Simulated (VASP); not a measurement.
# Pb (Fm-3m) in VASP: a series of runs

Runs on Pb. Level: PBEsol. Tasks: electric field gradients.

Everything below comes from runs of VASP 6.6.1. Logs are shortened: lines on timing, memory, paths and dates and some standing lists are left out, and cuts for length are marked.

## Step 1: The cell of the first run

The structure is cubic, space group Fm-3m (No. 225). Conventional cell: a = 4.950 Å, b = 4.950 Å, c = 4.950 Å, α = 90.00°, β = 90.00°, γ = 90.00°. Within 4.6 Å of Pb (site symmetry m-3m) lie 12 Pb at 3.50 Å.

## Step 2: Electric field gradients, PBEsol

Input file INCAR:

```
PREC = Accurate ; ENCUT = 520
EDIFF = 1E-8 ; ISMEAR = -1
SIGMA = 0.05 ; LREAL = False
LASPH = True ; NELM = 60
ALGO = Normal ; ISIF = 2
LWAVE = False ; LCHARG = False
GGA = PS ; LEFG = True
NBANDS = 66
```

Input file KPOINTS:

```
Automatic mesh
0
Gamma
  3 3 3
```

Input file POSCAR:

```
Pb
1.0
    0.0000000000      4.9500400000      4.9500400000
    4.9500400000      0.0000000000      4.9500400000
    4.9500400000      4.9500400000      0.0000000000
Pb
8
Direct
    0.0000000000      0.0000000000      0.0000000000
    0.0000000000      0.0000000000      0.5000000000
    0.0000000000      0.5000000000      0.0000000000
    0.0000000000      0.5000000000      0.5000000000
    0.5000000000      0.0000000000      0.0000000000
    0.5000000000      0.0000000000      0.5000000000
    0.5000000000      0.5000000000      0.0000000000
    0.5000000000      0.5000000000      0.5000000000
```

Potentials or basis: VASP PAW PBE potentials, release 64 (Pb_d).

The run is started by

```sh
$ cat potpaw_PBE.64/Pb_d/POTCAR > POTCAR
$ mpirun -np 1 vasp_std > vasp.out
```

OUTCAR:

```text
PREC = Accurate
   ENCUT = 520
   EDIFF = 1E-8
   ISMEAR = -1
   LREAL = False
   LASPH = True
   NELM = 60
   ISIF = 2
   GGA = PS

 ion  position               nearest neighbor table
   1  0.000  0.000  0.000-   2 3.50   3 3.50   5 3.50   2 3.50   4 3.50   6 3.50   3 3.50   4 3.50
                             7 3.50   5 3.50   6 3.50   7 3.50
   2  0.000  0.000  0.500-   1 3.50   4 3.50   6 3.50   1 3.50   3 3.50   5 3.50   3 3.50   4 3.50
                             8 3.50   5 3.50   6 3.50   8 3.50
   3  0.000  0.500  0.000-   1 3.50   4 3.50   7 3.50   2 3.50   4 3.50   8 3.50   1 3.50   2 3.50
                             5 3.50   5 3.50   7 3.50   8 3.50
   4  0.000  0.500  0.500-   2 3.50   3 3.50   8 3.50   1 3.50   3 3.50   7 3.50   1 3.50   2 3.50
                             6 3.50   6 3.50   7 3.50   8 3.50
   5  0.500  0.000  0.000-   1 3.50   6 3.50   7 3.50   2 3.50   6 3.50   8 3.50   3 3.50   7 3.50
                             8 3.50   1 3.50   2 3.50   3 3.50
   6  0.500  0.000  0.500-   2 3.50   5 3.50   8 3.50   1 3.50   5 3.50   7 3.50   4 3.50   7 3.50
                             8 3.50   1 3.50   2 3.50   4 3.50
   7  0.500  0.500  0.000-   3 3.50   5 3.50   8 3.50   4 3.50   6 3.50   8 3.50   1 3.50   5 3.50
                             6 3.50   1 3.50   3 3.50   4 3.50
   8  0.500  0.500  0.500-   4 3.50   6 3.50   7 3.50   3 3.50   5 3.50   7 3.50   2 3.50   5 3.50
                             6 3.50   2 3.50   3 3.50   4 3.50
[... 6 lines left out ...]
 A1 = (   0.0000000000,   4.9500400000,   4.9500400000)
 A2 = (   4.9500400000,   0.0000000000,   4.9500400000)
 A3 = (   4.9500400000,   4.9500400000,   0.0000000000)

Analysis of symmetry for initial positions (statically):
=====================================================================
 Subroutine PRICEL returns following result:

  LATTYP: Found a face centered cubic cell.
 ALAT       =     4.9500400000

  Lattice vectors:

 A1 = (   0.0000000000,   2.4750200000,   2.4750200000)
 A2 = (   2.4750200000,   0.0000000000,   2.4750200000)
 A3 = (   2.4750200000,   2.4750200000,   0.0000000000)

   8 primitive cells build up your supercell.

 Routine SETGRP: Setting up the symmetry group for a
 face centered cubic supercell.

 Subroutine GETGRP returns: Found 48 space group operations
[... 5 lines left out ...]
Analysis of symmetry for dynamics (positions and initial velocities):
=====================================================================
 Subroutine PRICEL returns following result:

  LATTYP: Found a face centered cubic cell.
 ALAT       =     4.9500400000

  Lattice vectors:

 A1 = (   0.0000000000,   2.4750200000,   2.4750200000)
 A2 = (   2.4750200000,   0.0000000000,   2.4750200000)
[... 425 lines left out ...]
  Total        0.5940106      0.5940106      0.5940106      0.0000000      0.0000000      0.0000000
  in kB        3.9232739      3.9232739      3.9232739      0.0000000      0.0000000      0.0000000
  external PRESSURE =       3.9232739 kB  Pullay stress =       0.0000000 kB

 VOLUME and BASIS-vectors are now :
 -----------------------------------------------------------------------------
  energy-cutoff  :      520.00
  volume of cell :      242.58
      direct lattice vectors                 reciprocal lattice vectors
     0.000000000  4.950040000  4.950040000    -0.101009285  0.101009285  0.101009285
     4.950040000  0.000000000  4.950040000     0.101009285 -0.101009285  0.101009285
     4.950040000  4.950040000  0.000000000     0.101009285  0.101009285 -0.101009285

 POSITION                                       TOTAL-FORCE (eV/Angst)
 -----------------------------------------------------------------------------------
      0.00000      0.00000      0.00000         0.000000      0.000000      0.000000
      2.47502      2.47502      0.00000        -0.000000     -0.000000      0.000000
      2.47502      0.00000      2.47502        -0.000000     -0.000000     -0.000000
      4.95004      2.47502      2.47502         0.000000     -0.000000      0.000000
      0.00000      2.47502      2.47502        -0.000000     -0.000000      0.000000
      2.47502      4.95004      2.47502         0.000000      0.000000     -0.000000
      2.47502      2.47502      4.95004         0.000000      0.000000      0.000000
      4.95004      4.95004      4.95004        -0.000000     -0.000000     -0.000000
 -----------------------------------------------------------------------------------
    total drift:                               -0.000000      0.000000     -0.000000

  FREE ENERGIE OF THE ION-ELECTRON SYSTEM (eV)
  ---------------------------------------------------
  free  energy   TOTEN  =       -31.2066180653 eV

  energy  without entropy=      -31.1295272571  energy(sigma->0) =      -31.16807266

 Electric field gradients (V/A^2)
---------------------------------------------------------------------
 ion       V_xx      V_yy      V_zz      V_xy      V_xz      V_yz
---------------------------------------------------------------------
   1      -0.000    -0.000    -0.000    -0.001    -0.001    -0.001
   2      -0.000    -0.000    -0.000    -0.001    -0.001    -0.001
   3      -0.000    -0.000    -0.000    -0.001    -0.001    -0.001
   4      -0.000    -0.000    -0.000    -0.001    -0.001    -0.001
   5      -0.000    -0.000    -0.000    -0.001    -0.001    -0.001
   6      -0.000    -0.000    -0.000    -0.001    -0.001    -0.001
   7      -0.000    -0.000    -0.000    -0.001    -0.001    -0.001
   8      -0.000    -0.000    -0.000    -0.001    -0.001    -0.001
---------------------------------------------------------------------

 Electric field gradients after diagonalization (V/A^2)
 (convention: |V_zz| > |V_xx| > |V_yy|)
----------------------------------------------------------------------
 ion       V_xx      V_yy      V_zz     asymmetry (V_yy - V_xx)/ V_zz
----------------------------------------------------------------------
   1       0.001     0.001    -0.002       0.000
   2       0.001     0.001    -0.002       0.000
   3       0.001     0.001    -0.002       0.000
   4       0.001     0.001    -0.002       0.000
   5       0.001     0.001    -0.002       0.000
   6       0.001     0.001    -0.002       0.000
   7       0.001     0.001    -0.002       0.000
   8       0.001     0.001    -0.002       0.000
----------------------------------------------------------------------

           NMR quadrupolar parameters

 Cq : quadrupolar parameter    Cq=e*Q*V_zz/h
 eta: asymmetry parameters     (V_yy - V_xx)/ V_zz
 Q  : nuclear electric quadrupole moment in mb (millibarn)
----------------------------------------------------------------------
 ion       Cq(MHz)       eta       Q (mb)
----------------------------------------------------------------------
   1      -0.000       0.000       1.000
   2      -0.000       0.000       1.000
   3      -0.000       0.000       1.000
   4      -0.000       0.000       1.000
   5      -0.000       0.000       1.000
   6      -0.000       0.000       1.000
   7      -0.000       0.000       1.000
   8      -0.000       0.000       1.000
----------------------------------------------------------------------
```

OSZICAR:

```text
N       E                     dE             d eps       ncg     rms          rms(c)
DAV:   1     0.151553572064E+04    0.15155E+04   -0.52764E+04   528   0.207E+03
DAV:   2     0.162967275055E+03   -0.13526E+04   -0.13300E+04   528   0.585E+02
DAV:   3    -0.192537502154E+02   -0.18222E+03   -0.17605E+03   580   0.256E+02
DAV:   4    -0.309239370347E+02   -0.11670E+02   -0.11250E+02   624   0.678E+01
DAV:   5    -0.313124090699E+02   -0.38847E+00   -0.38728E+00   680   0.114E+01    0.168E+00
DAV:   6    -0.312322262080E+02    0.80183E-01   -0.35724E-01   774   0.397E+00    0.784E-01
DAV:   7    -0.312080495786E+02    0.24177E-01   -0.67848E-02   632   0.205E+00    0.257E-01
DAV:   8    -0.312066059502E+02    0.14436E-02   -0.42078E-03   752   0.525E-01    0.215E-02
DAV:   9    -0.312066276418E+02   -0.21692E-04   -0.53911E-05   680   0.449E-02    0.107E-02
DAV:  10    -0.312066195460E+02    0.80958E-05   -0.44605E-06   758   0.123E-02    0.185E-03
DAV:  11    -0.312066178425E+02    0.17035E-05   -0.24006E-07   656   0.384E-03    0.228E-04
DAV:  12    -0.312066180612E+02   -0.21876E-06   -0.45626E-09   358   0.539E-04    0.456E-05
DAV:  13    -0.312066180653E+02   -0.40236E-08   -0.10143E-09   336   0.367E-04
   1 F= -.31206618E+02 E0= -.31168073E+02  d E =-.770908E-01
```

Wall time 53 s (1 thread of Intel Xeon 6975P-C (Granite Rapids), shared host); peak memory 0.39 GiB.

What came out:

* Free energy: -31.2066 eV
* Pressure: 0.4 GPa
* Band gap on the k mesh: zero (band 56 reaches 9.15 eV, above the bottom of band 57 at 7.08 eV)

Caveat: the k points lie up to 0.37 Å⁻¹ apart; without QUAD_EFG the Cq values of the log hold for a quadrupole moment of 1 mb, not for the nuclei; the PAW data sets were made with another functional, which shifts forces and pressure a little; spin-orbit coupling is left out, which moves the levels of the heavy elements.

## Step 3: Electric field gradients, PBEsol

Input file INCAR:

```
SYSTEM = Pb
  PREC = Accurate
  ENCUT = 520
  EDIFF = 1E-8
  ISMEAR = -1
  SIGMA = 0.05
  LREAL = .False.
  LASPH = .True.
  NELM = 80
  ALGO = Normal
  ISIF = 2
  LWAVE = .False.
  LCHARG = .False.
  GGA = PS
  LEFG = .True.
  NBANDS = 66
```

Input file KPOINTS:

```
regular mesh
0
Gamma
  6 6 6
  0 0 0
```

POSCAR is that of step 2.

Potentials or basis: VASP PAW PBE potentials, release 64 (Pb_d).

The run is started by

```sh
$ cat potpaw_PBE.64/Pb_d/POTCAR > POTCAR
$ mpirun -np 1 vasp_std > vasp.out
```

OUTCAR:

```text
SYSTEM = Pb
   PREC = Accurate
   ENCUT = 520
   EDIFF = 1E-8
   ISMEAR = -1
   LREAL = .False.
   LASPH = .True.
   NELM = 80
   ISIF = 2
   GGA = PS

 ion  position               nearest neighbor table
   1  0.000  0.000  0.000-   2 3.50   3 3.50   5 3.50   2 3.50   4 3.50   6 3.50   3 3.50   4 3.50
                             7 3.50   5 3.50   6 3.50   7 3.50
   2  0.000  0.000  0.500-   1 3.50   4 3.50   6 3.50   1 3.50   3 3.50   5 3.50   3 3.50   4 3.50
                             8 3.50   5 3.50   6 3.50   8 3.50
   3  0.000  0.500  0.000-   1 3.50   4 3.50   7 3.50   2 3.50   4 3.50   8 3.50   1 3.50   2 3.50
                             5 3.50   5 3.50   7 3.50   8 3.50
   4  0.000  0.500  0.500-   2 3.50   3 3.50   8 3.50   1 3.50   3 3.50   7 3.50   1 3.50   2 3.50
                             6 3.50   6 3.50   7 3.50   8 3.50
   5  0.500  0.000  0.000-   1 3.50   6 3.50   7 3.50   2 3.50   6 3.50   8 3.50   3 3.50   7 3.50
                             8 3.50   1 3.50   2 3.50   3 3.50
   6  0.500  0.000  0.500-   2 3.50   5 3.50   8 3.50   1 3.50   5 3.50   7 3.50   4 3.50   7 3.50
                             8 3.50   1 3.50   2 3.50   4 3.50
   7  0.500  0.500  0.000-   3 3.50   5 3.50   8 3.50   4 3.50   6 3.50   8 3.50   1 3.50   5 3.50
                             6 3.50   1 3.50   3 3.50   4 3.50
   8  0.500  0.500  0.500-   4 3.50   6 3.50   7 3.50   3 3.50   5 3.50   7 3.50   2 3.50   5 3.50
                             6 3.50   2 3.50   3 3.50   4 3.50
[... 6 lines left out ...]
 A1 = (   0.0000000000,   4.9500400000,   4.9500400000)
[... 1337 lines left out ...]
 ion       V_xx      V_yy      V_zz      V_xy      V_xz      V_yz
---------------------------------------------------------------------
   1       0.000     0.000    -0.000    -0.001    -0.001    -0.001
   2      -0.000     0.000    -0.000    -0.001    -0.001    -0.001
   3       0.000     0.000    -0.000    -0.001    -0.001    -0.001
   4       0.000     0.000    -0.000    -0.001    -0.001    -0.001
   5       0.000     0.000    -0.000    -0.001    -0.001    -0.001
   6       0.000     0.000    -0.000    -0.001    -0.001    -0.001
   7       0.000     0.000    -0.000    -0.001    -0.001    -0.001
   8      -0.000     0.000    -0.000    -0.001    -0.001    -0.001
---------------------------------------------------------------------

 Electric field gradients after diagonalization (V/A^2)
 (convention: |V_zz| > |V_xx| > |V_yy|)
----------------------------------------------------------------------
 ion       V_xx      V_yy      V_zz     asymmetry (V_yy - V_xx)/ V_zz
----------------------------------------------------------------------
   1       0.001     0.001    -0.002       0.000
   2       0.001     0.001    -0.002       0.000
   3       0.001     0.001    -0.002       0.000
   4       0.001     0.001    -0.002       0.000
   5       0.001     0.001    -0.002       0.000
   6       0.001     0.001    -0.002       0.000
   7       0.001     0.001    -0.002       0.000
   8       0.001     0.001    -0.002       0.000
----------------------------------------------------------------------

           NMR quadrupolar parameters

 Cq : quadrupolar parameter    Cq=e*Q*V_zz/h
 eta: asymmetry parameters     (V_yy - V_xx)/ V_zz
 Q  : nuclear electric quadrupole moment in mb (millibarn)
----------------------------------------------------------------------
 ion       Cq(MHz)       eta       Q (mb)
----------------------------------------------------------------------
   1      -0.000       0.000       1.000
   2      -0.000       0.000       1.000
   3      -0.000       0.000       1.000
   4      -0.000       0.000       1.000
   5      -0.000       0.000       1.000
   6      -0.000       0.000       1.000
   7      -0.000       0.000       1.000
   8      -0.000       0.000       1.000
----------------------------------------------------------------------
```

stdout:

```text
POSCAR found type information on POSCAR Pb
 POSCAR found :  1 types and       8 ions
 scaLAPACK will be used
 -----------------------------------------------------------------------------
|                                                                             |
|                                                                             |
|     You enforced a specific xc type in the INCAR file but a different       |
|     I HOPE YOU KNOW WHAT YOU ARE DOING!                                     |
|                                                                             |
 -----------------------------------------------------------------------------

 LDA part: xc-table for (Slater+PW92), standard interpolation
 POSCAR, INCAR and KPOINTS ok, starting setup
 FFT: planning ... GRIDC
 FFT: planning ... GRID_SOFT
 FFT: planning ... GRID
 WAVECAR not read
 entering main loop
ion   1

ion   2

ion   3

ion   4

ion   5

ion   6

ion   7

ion   8
```

Run time: 3.3 min. Hardware: 1 thread of Intel Xeon 6975P-C (Granite Rapids), shared host; peak memory 0.49 GiB.

Results:

```yaml
Free_energy: -31.9070 eV
Pressure: -0.3 GPa
Band_gap_on_the_k_mesh: zero (band 56 reaches 9.14 eV, above the bottom of band 57 at 7.07 eV)
```

Caveat: without QUAD_EFG the Cq values of the log hold for a quadrupole moment of 1 mb, not for the nuclei; the PAW data sets were made with another functional, which shifts forces and pressure a little; spin-orbit coupling is left out, which moves the levels of the heavy elements.
